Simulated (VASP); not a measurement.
Here is a VASP 6.6.1 calculation.

INCAR

```
PREC = Accurate
ENCUT = 600
EDIFF = 1E-7
ISMEAR = 0
SIGMA = 0.02
LREAL = F
LASPH = T
NELM = 150
ALGO = Normal
ISIF = 4
LWAVE = F
LCHARG = F
LMAXMIX = 4
LDAU = T
LDAUTYPE = 2
LDAUL = -1 2 -1
LDAUU = 0 4 0
LDAUJ = 0 0 0
LDAUPRINT = 1
GGA = PE
IBRION = 2
NSW = 50
EDIFFG = -0.01
```

KPOINTS

```
Automatic mesh
0
Gamma
  6 6 6
```

File POSCAR:

```
BaTiO3
1.0
    2.8886944401      1.6677885126      2.3692833504
   -2.8886944401      1.6677885126      2.3692833504
    0.0000000000     -3.3355770252      2.3692833504
Ba Ti O
1 1 3
Direct
    0.0026800193      0.0026800193      0.0026800193
    0.5127992506      0.5127992506      0.5127992506
    0.4903227043      0.4903227043      0.9825753215
    0.4903227043      0.9825753215      0.4903227043
    0.9825753215      0.4903227043      0.4903227043
```

Potentials or basis: VASP PAW PBE potentials, release 64 (Ba_sv, Ti_sv, O).

Command:

```console
$ cat potpaw_PBE.64/Ba_sv/POTCAR potpaw_PBE.64/Ti_sv/POTCAR potpaw_PBE.64/O/POTCAR > POTCAR
$ mpirun -np 1 vasp_std > vasp.out
```

**Question.** Estimate the band gap on the k mesh.

**Answer.** 2.24 eV, indirect (least direct gap 2.55 eV).

Forces on the atoms (eV/Å):
```
Ba   0.000  0.000  0.004
Ti   0.000  0.000 -0.009
O    0.000  0.001  0.001
O    0.001  0.000  0.001
O   -0.001  0.000  0.001
```

Caveat: spin-orbit coupling is left out, which moves the levels of the heavy elements. A k mesh can miss the band edges.
